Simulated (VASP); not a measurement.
# KBr (I4/mmm) in VASP: further runs

Runs on KBr. Level: PBEsol. Tasks: single point.

All numbers are computed with VASP 6.6.1; they aren't measurements. Logs are shortened: lines on timing, memory, paths and dates and some standing lists are left out, and cuts for length are marked.

## Step 1: The cell of the first run

Symmetry: I4/mmm, No. 139, tetragonal system. Conventional cell: a = 4.284 Å, b = 4.284 Å, c = 6.848 Å, α = 90.00°, β = 90.00°, γ = 90.00°. Within 4.0 Å of K (site symmetry 4/mmm) lie 6 Br at 3.03 to 3.42 Å. Br (site symmetry 4/mmm) has 6 K at 3.03 to 3.42 Å within 4.0 Å.

## Step 2: Single point, PBEsol (strain -0.080 along x and y, +0.040 along z)

INCAR

```
ALGO = Normal ; EDIFF = 1E-6
ENCUT = 520 ; GGA = PS
ISIF = 2 ; ISMEAR = 0
LASPH = True ; LCHARG = False
LREAL = False ; LWAVE = False
NBANDS = 15 ; NELM = 80
PREC = Accurate ; SIGMA = 0.05
```

KPOINTS

```
k-points
0
Gamma
  6 6 6
```

POSCAR

```
KBr
1.0
    0.0000000000      3.0291000000      3.4242000000
    3.0291000000      0.0000000000      3.4242000000
    3.0291000000      3.0291000000      0.0000000000
K Br
1 1
Direct
    0.0000000000      0.0000000000      0.0000000000
    0.5000000000      0.5000000000      0.5000000000
```

Potentials or basis: VASP PAW PBE potentials, release 64 (K_sv, Br).

Launch:

```
> cat potpaw_PBE.64/K_sv/POTCAR potpaw_PBE.64/Br/POTCAR > POTCAR
> mpirun -np 1 vasp_std > vasp.out
```

OUTCAR:

```text
EDIFF = 1E-6
   ENCUT = 520
   GGA = PS
   ISIF = 2
   ISMEAR = 0
   LASPH = True
   LREAL = False
   NELM = 80
   PREC = Accurate

 ion  position               nearest neighbor table
   1  0.000  0.000  0.000-   2 3.03   2 3.03   2 3.03   2 3.03
   2  0.500  0.500  0.500-   1 3.03   1 3.03   1 3.03   1 3.03

  LATTYP: Found a body centered tetragonal cell.
 ALAT       =     4.2837943018
 C/A-ratio  =     1.5986762009

  Lattice vectors:

 A1 = (  -3.0291000000,   0.0000000000,   3.4242000000)
 A2 = (   3.0291000000,   0.0000000000,   3.4242000000)
 A3 = (   0.0000000000,   3.0291000000,  -3.4242000000)

Analysis of symmetry for initial positions (statically):
=====================================================================
 Subroutine PRICEL returns:
 Original cell was already a primitive cell.

 Routine SETGRP: Setting up the symmetry group for a
 body centered tetragonal supercell.

 Subroutine GETGRP returns: Found 16 space group operations
 (whereof 16 operations were pure point group operations)
 out of a pool of 16 trial point group operations.

The static configuration has the point symmetry D_4h.

Analysis of symmetry for dynamics (positions and initial velocities):
=====================================================================
 Subroutine PRICEL returns:
 Original cell was already a primitive cell.

 Routine SETGRP: Setting up the symmetry group for a
 body centered tetragonal supercell.

 Subroutine GETGRP returns: Found 16 space group operations
 (whereof 16 operations were pure point group operations)
 out of a pool of 16 trial point group operations.

The dynamic configuration has the point symmetry D_4h.

 Subroutine INISYM returns: Found 16 space group operations
 (whereof 16 operations are pure point group operations),
 and found     1 'primitive' translations

----------------------------------------------------------------------------------------

                                     Primitive cell

  volume of cell :      62.8371

  direct lattice vectors                    reciprocal lattice vectors
     0.000000000  3.029100000  3.424200000    -0.165065531  0.165065531  0.146019508
     3.029100000  0.000000000  3.424200000     0.165065531 -0.165065531  0.146019508
     3.029100000  3.029100000  0.000000000     0.165065531  0.165065531 -0.146019508

  length of vectors
[... 90 lines left out ...]
   POTIM  = 0.5000    time-step for ionic-motion
   TEBEG  =    0.0;   TEEND  =   0.0 temperature during run
   PSTRESS=    0.0 pullay stress
   NELECT =      16.0000    total number of electrons
   NUPDOWN=      -1.0000    fix difference up-down
   EMIN   =  10.00;   EMAX   =-10.00  energy-range for DOS
   EFERMI =   0.00;   METHOD = LEGACY
   ISMEAR =     0;   SIGMA  =   0.05  broadening in eV -4-tet -1-fermi 0-gaus
   EFERMI_NEDOS =   21; number of points for ismear=-14 and -15
   IALGO  =     38    algorithm
   IMIX   =      4    mixing-type and parameters
     AMIX     =   0.40;   BMIX     =  1.00
     AMIX_MAG =   1.60;   BMIX_MAG =  1.00
  volume/ion in A,a.u.               =      31.42       212.02
  Fermi-wavevector in a.u.,A,eV,Ry     =   1.037630  1.960837 14.649079  1.076677
  Thomas-Fermi vector in A             =   2.172077
   LORBIT       =      0    0 simple, 1 ext, 2 COOP (PROOUT), +10 PAW based schemes
   GGA     = PS    functional components
   LHFCALC =     F    Hartree Fock is set to
   AEXX    =    0.0000 exact exchange contribution
   IVDW    =     0    specifies the selected vdW correction
   LEPSILON=     F    determine dielectric tensor
   LRPA    =     F    only Hartree local field effects (RPA)
 non-spin polarized calculation
 Gauss-broadening in eV      SIGMA  =   0.05
  energy-cutoff  :      520.00
  volume of cell :       62.84
 maximum number of plane-waves:      1711
 NGX is ok and might be reduce to    36
   NGX = 17   NGY = 17   NGZ = 15

 number of electron      15.9999999 magnetization

 Free energy of the ion-electron system (eV)
  ---------------------------------------------------
  ext. energy  EPLUGINS =         0.00000000
  ---------------------------------------------------
  free energy    TOTEN  =        -6.30856709 eV

  energy without entropy =       -6.30856709  energy(sigma->0) =       -6.30856709

 E-fermi :  -0.9712     XC(G=0):  -8.0980

 val. band max:       -1.1778448416   @ k =   0.0000   0.0000   0.0000
 cond. band min:       3.3344269081   @ k =   0.0000   0.0000   0.0000
 fundamental gap:      4.5122717497
 Fermi energy:        -0.9712107438

 k-point     1 :       0.0000    0.0000    0.0000
  band No.  band energies     occupation
      1     -28.5672      2.00000
      2     -13.7534      2.00000
      3     -12.1447      2.00000
      4     -12.1447      2.00000
      5     -12.1202      2.00000
      6      -1.3245      2.00000
      7      -1.1778      2.00000
      8      -1.1778      2.00000
      9       3.3344      0.00000
     10       5.7203      0.00000
     11       6.5891      0.00000
     12       6.5891      0.00000
     13       7.0504      0.00000
     14       7.4762      0.00000
[... 401 lines left out ...]
      2     -13.7361      2.00000
      3     -12.2584      2.00000
      4     -12.1743      2.00000
      5     -12.1065      2.00000
      6      -2.1776      2.00000
      7      -1.7836      2.00000
      8      -1.6575      2.00000
      9       4.7806      0.00000
     10       6.5322      0.00000
     11       8.0659      0.00000
     12       8.7308      0.00000
     13       9.0846      0.00000
     14       9.6176      0.00000
     15      10.4560      0.00000

 [... further k-points ...]

------------------------ aborting loop because EDIFF is reached ----------------------------------------

  FORCE on cell =-STRESS in cart. coord.  units (eV):
  Direction    XX          YY          ZZ          XY          YZ          ZX
  --------------------------------------------------------------------------------------
  -------------------------------------------------------------------------------------
  Total        2.0947647      2.0947647     -0.2453840      0.0000000      0.0000000      0.0000000
  in kB       53.4108509     53.4108509     -6.2566291      0.0000000      0.0000000      0.0000000
  external PRESSURE =      33.5216909 kB  Pullay stress =       0.0000000 kB

 VOLUME and BASIS-vectors are now :
 -----------------------------------------------------------------------------
  energy-cutoff  :      520.00
  volume of cell :       62.84
      direct lattice vectors                 reciprocal lattice vectors
     0.000000000  3.029100000  3.424200000    -0.165065531  0.165065531  0.146019508
     3.029100000  0.000000000  3.424200000     0.165065531 -0.165065531  0.146019508
     3.029100000  3.029100000  0.000000000     0.165065531  0.165065531 -0.146019508

 POSITION                                       TOTAL-FORCE (eV/Angst)
 -----------------------------------------------------------------------------------
      0.00000      0.00000      0.00000         0.000000     -0.000000      0.000000
      3.02910      3.02910      3.42420        -0.000000      0.000000     -0.000000
 -----------------------------------------------------------------------------------
    total drift:                                0.000000      0.000000      0.000000

  FREE ENERGIE OF THE ION-ELECTRON SYSTEM (eV)
  ---------------------------------------------------
  free  energy   TOTEN  =        -6.3085670905 eV

  energy  without entropy=       -6.3085670905  energy(sigma->0) =       -6.30856709
```

OSZICAR:

```text
N       E                     dE             d eps       ncg     rms          rms(c)
DAV:   1     0.101790134716E+03    0.10179E+03   -0.69638E+03   900   0.948E+02
DAV:   2    -0.574717680717E+00   -0.10236E+03   -0.93867E+02  1166   0.234E+02
DAV:   3    -0.626989968237E+01   -0.56952E+01   -0.56681E+01  1274   0.492E+01
DAV:   4    -0.646713696419E+01   -0.19724E+00   -0.19719E+00  1264   0.813E+00
DAV:   5    -0.646905318087E+01   -0.19162E-02   -0.19162E-02  1281   0.848E-01    0.454E+00
DAV:   6    -0.631581296118E+01    0.15324E+00   -0.19401E-01  1068   0.238E+00    0.330E+00
DAV:   7    -0.630289138466E+01    0.12922E-01   -0.10295E-01  1173   0.184E+00    0.136E+00
DAV:   8    -0.630797593866E+01   -0.50846E-02   -0.11475E-02  1018   0.838E-01    0.165E-01
DAV:   9    -0.630820118740E+01   -0.22525E-03   -0.32236E-04  1273   0.109E-01    0.904E-02
DAV:  10    -0.630855883639E+01   -0.35765E-03   -0.40577E-04   949   0.112E-01    0.317E-02
DAV:  11    -0.630856543013E+01   -0.65937E-05   -0.16528E-05  1219   0.291E-02    0.617E-03
DAV:  12    -0.630856698990E+01   -0.15598E-05   -0.23844E-06   934   0.109E-02    0.169E-03
DAV:  13    -0.630856709054E+01   -0.10065E-06   -0.11382E-07   926   0.216E-03
   1 F= -.63085671E+01 E0= -.63085671E+01  d E =-.999107E-11
```

Run time: 13 s. Hardware: 1 thread of Intel Xeon 6975P-C (Granite Rapids), shared host; peak memory 0.19 GiB.

What came out:

| Quantity | Value |
| --- | --- |
| Free energy | -6.3086 eV |
| Pressure | 3.4 GPa |
| Band gap on the k mesh | 4.51 eV, direct |

Stress tensor (GPa, compression positive):
```
 5.34  0.00  0.00
 0.00  5.34  0.00
 0.00  0.00 -0.63
```

Caveat: the cell differs from its parent crystal (strain -0.080 along x and y, +0.040 along z); the PAW data sets were made with another functional, which shifts forces and pressure a little.

## Step 3: Single point, PBEsol (strain -0.080 along x and y, +0.080 along z)

INCAR

```
SYSTEM = KBr
  ALGO = Normal
  EDIFF = 1E-6
  ENCUT = 520
  GGA = PS
  ISIF = 2
  ISMEAR = 0
  LASPH = .True.
  LCHARG = .True.
  LELF = .True.
  LREAL = .False.
  LVHAR = .True.
  LWAVE = .False.
  NBANDS = 15
  NELM = 100
  PREC = Accurate
  SIGMA = 0.05
```

KPOINTS

```
k-points
0
Gamma
  6 6 6
  0 0 0
```

POSCAR

```
KBr
1.0
    0.0000000000      3.0291000000      3.5559000000
    3.0291000000      0.0000000000      3.5559000000
    3.0291000000      3.0291000000      0.0000000000
K Br
1 1
Direct
    0.0000000000      0.0000000000      0.0000000000
    0.5000000000      0.5000000000      0.5000000000
```

Potentials or basis: VASP PAW PBE potentials, release 64 (K_sv, Br).

Launch:

```
> cat potpaw_PBE.64/K_sv/POTCAR potpaw_PBE.64/Br/POTCAR > POTCAR
> mpirun -np 1 vasp_std > vasp.out
```

Wall time 14 s (1 thread of Intel Xeon 6975P-C (Granite Rapids), shared host); peak memory 0.2 GiB.

The run converged. Its results:

```
Free energy            : -6.2939 eV
Pressure               : 2.9 GPa
Band gap on the k mesh : 4.38 eV, direct
```

Stress tensor (GPa, compression positive):
```
 4.99  0.00  0.00
 0.00  4.99  0.00
 0.00  0.00 -1.27
```

Levels at points of the mesh, in eV from the valence-band top:
| k point | band 4 | band 5 | band 6 | band 7 | band 8 | band 9 | band 10 | band 11 | band 12 | band 13 |
| --- | --- | --- | --- | --- | --- | --- | --- | --- | --- | --- |
| (0.00, 0.00, 0.00) | -11.02 | -11.00 | -0.17 | 0.00 | 0.00 | 4.38 | 6.78 | 7.88 | 7.88 | 8.20 |
| (0.50, 0.00, 0.00) | -10.99 | -10.59 | -1.53 | -0.57 | -0.51 | 6.51 | 8.27 | 9.76 | 9.99 | 10.00 |
| (0.50, 0.50, 0.00) | -11.05 | -11.05 | -1.14 | -0.20 | -0.20 | 5.63 | 7.45 | 9.19 | 9.21 | 10.05 |
| (0.50, 0.00, 0.50) | -11.14 | -11.04 | -0.88 | -0.47 | -0.42 | 5.53 | 7.44 | 9.63 | 9.96 | 9.99 |

Caveat: the cell differs from its parent crystal (strain -0.080 along x and y, +0.080 along z); the PAW data sets were made with another functional, which shifts forces and pressure a little.

## Step 4: Single point, PBEsol (strain +0.000 along x and y, -0.080 along z)

INCAR

```
SYSTEM = KBr
PREC = Accurate ; ENCUT = 520
EDIFF = 1E-6 ; ISMEAR = 0
SIGMA = 0.05 ; LREAL = .False.
LASPH = .True. ; NELM = 60
ALGO = Normal ; ISIF = 2
LWAVE = .False. ; LCHARG = .False.
GGA = PS ; NBANDS = 15
```

KPOINTS

```
Automatic mesh
0
Gamma
  6 6 6
  0 0 0
```

POSCAR

```
KBr
1.0
    0.0000000000      3.2925000000      3.0291000000
    3.2925000000      0.0000000000      3.0291000000
    3.2925000000      3.2925000000      0.0000000000
K Br
1 1
Direct
    0.0000000000      0.0000000000      0.0000000000
    0.5000000000      0.5000000000      0.5000000000
```

Launch:

```
> cat potpaw_PBE.64/K_sv/POTCAR potpaw_PBE.64/Br/POTCAR > POTCAR
> mpirun -np 1 vasp_std > vasp.out
```

It took 15 s on 1 thread of Intel Xeon 6975P-C (Granite Rapids), shared host; peak memory 0.21 GiB.

The run converged. Its results:

* Free energy: -6.3917 eV
* Pressure: 1.8 GPa
* Band gap on the k mesh: 4.41 eV, direct

Stress tensor (GPa, compression positive):
```
0.23 0.00 0.00
0.00 0.23 0.00
0.00 0.00 4.85
```

Levels at points of the mesh, in eV from the valence-band top:
```csv
k point,band 4,band 5,band 6,band 7,band 8,band 9,band 10,band 11,band 12,band 13
"(0.00, 0.00, 0.00)",-11.04,-11.04,-0.10,-0.10,0.00,4.41,7.27,7.27,7.85,8.13
"(0.50, 0.00, 0.00)",-11.05,-10.71,-1.49,-0.52,-0.50,6.53,8.34,9.83,9.90,9.91
"(0.50, 0.50, 0.00)",-11.11,-11.11,-0.85,-0.49,-0.49,5.46,7.45,9.56,9.97,10.01
"(0.50, 0.00, 0.50)",-11.13,-11.07,-1.05,-0.34,-0.32,5.59,7.30,9.37,9.61,9.93
```

Caveat: the cell differs from its parent crystal (strain +0.000 along x and y, -0.080 along z); the PAW data sets were made with another functional, which shifts forces and pressure a little.

## Step 5: Overview

| cell | gap on the mesh (eV) | pressure (GPa) |
| --- | --- | --- |
| a = 4.572, b = 4.572, c = 4.284 Å, angles 62.1, 62.1, 55.9°, 2 atoms | 4.51 | 3.4 |
| a = 4.671, b = 4.671, c = 4.284 Å, angles 62.7, 62.7, 54.6°, 2 atoms | 4.38 | 2.9 |
| a = 4.474, b = 4.474, c = 4.656 Å, angles 58.6, 58.6, 62.7°, 2 atoms | 4.41 | 1.8 |

Alike in all rows: task single point; level PBEsol; potentials or basis VASP PAW PBE potentials, release 64 (K_sv, Br); no spin polarisation; k mesh 6 × 6 × 6; cutoff (eV) 520; smearing gaussian 0.05 eV.

Caveats: the PAW data sets were made with another functional, which shifts forces and pressure a little.

Absolute energies hang on the potentials; compare differences alone.
